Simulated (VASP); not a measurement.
A run of VASP 6.6.1 is set up as follows.

Contents of INCAR:

```
SYSTEM = TiAl3
PREC     = Accurate       ! precision mode
ENCUT    = 520            ! plane-wave cutoff, eV
EDIFF    = 1E-6           ! SCF threshold, eV
ISMEAR   = -1             ! smearing method
SIGMA    = 0.05           ! smearing width, eV
LREAL    = .False.        ! projectors in reciprocal space
LASPH    = .True.         ! aspherical terms in the spheres
NELM     = 80             ! most SCF steps
ALGO     = Fast           ! electronic algorithm
ISIF     = 2              ! what is computed and relaxed
LWAVE    = .False.        ! write WAVECAR
LCHARG   = .True.         ! write CHGCAR
LELF     = .True.         ! ELF
LVHAR    = .True.       
NBANDS   = 18             ! bands
```

The input KPOINTS:

```
regular mesh
0
Gamma
  9 6 6
  0 0 0
```

The input POSCAR:

```
TiAl3
1.0
    2.8953710807      0.0000000000      0.0000000000
    0.0000000000      4.7730767995      0.0000000000
    0.0000000000      0.0000000000      4.9968593826
Ti Al
1 3
Direct
    0.0000000000      0.5000000000      0.1659160000
    0.0000000000      0.0000000000      0.8359000000
    0.5000000000      0.0000000000      0.3309120000
    0.5000000000      0.5000000000      0.6672710000
```

Potentials or basis: VASP PAW LDA potentials, release 64 (Ti_sv, Al).

The run is started by

```console
$ cat potpaw_LDA.64/Ti_sv/POTCAR potpaw_LDA.64/Al/POTCAR > POTCAR
$ mpirun -np 1 vasp_std > vasp.out
```

Task: What does it give for the largest force?

Result: 0.103 eV/Å.

Task: Predict the pressure.

Result: -9.5 GPa.

Task: Estimate the band gap on the k mesh.

Result: Zero (an odd number of electrons rules out a gap without spin polarisation).

Forces on the atoms (eV/Å):
```
Ti   0.000  0.000 -0.076
Al   0.000  0.000  0.103
Al   0.000  0.000 -0.050
Al   0.000  0.000  0.022
```

Caveat: the cell stands under tension.
